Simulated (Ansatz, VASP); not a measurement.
# Two plane-wave programs on CsCl

```
Cs Cl
1.0
     4.19445    0.00000    0.00000
     0.00000    4.19445    0.00000
     0.00000    0.00000    4.19445
Cs Cl
1 1
Direct
  0.00000 0.00000 0.00000
  0.50000 0.50000 0.50000
```

Alike in both runs: functional r2SCAN; k mesh 8 × 8 × 8; occupations fermi-dirac, width 0.02 eV; no spin polarisation.

Ansatz relaxed the structure, and its values are those at the end. VASP's run is a single point on that final structure, the one shown.

|  | VASP | Ansatz |
| --- | --- | --- |
| version | VASP 6.6.1 | Ansatz 0.2.0 |
| potentials or method | VASP PAW PBE potentials, release 64 (Cs_sv, Cl), cutoff 550 eV | PAW plane waves |
| valence electrons in the cell | 16 | 16 |

Ansatz gave:

- gap on the k mesh at the Fermi level (eV): 5.82
- pressure (GPa): -0.6

Estimate VASP's values.

gap on the k mesh at the Fermi level (eV): 5.81; pressure (GPa): -0.6.

VASP's potentials were made for PBE, not for r2SCAN. Ansatz's warnings: stress scf threshold loose.

Spin-orbit coupling is off throughout.
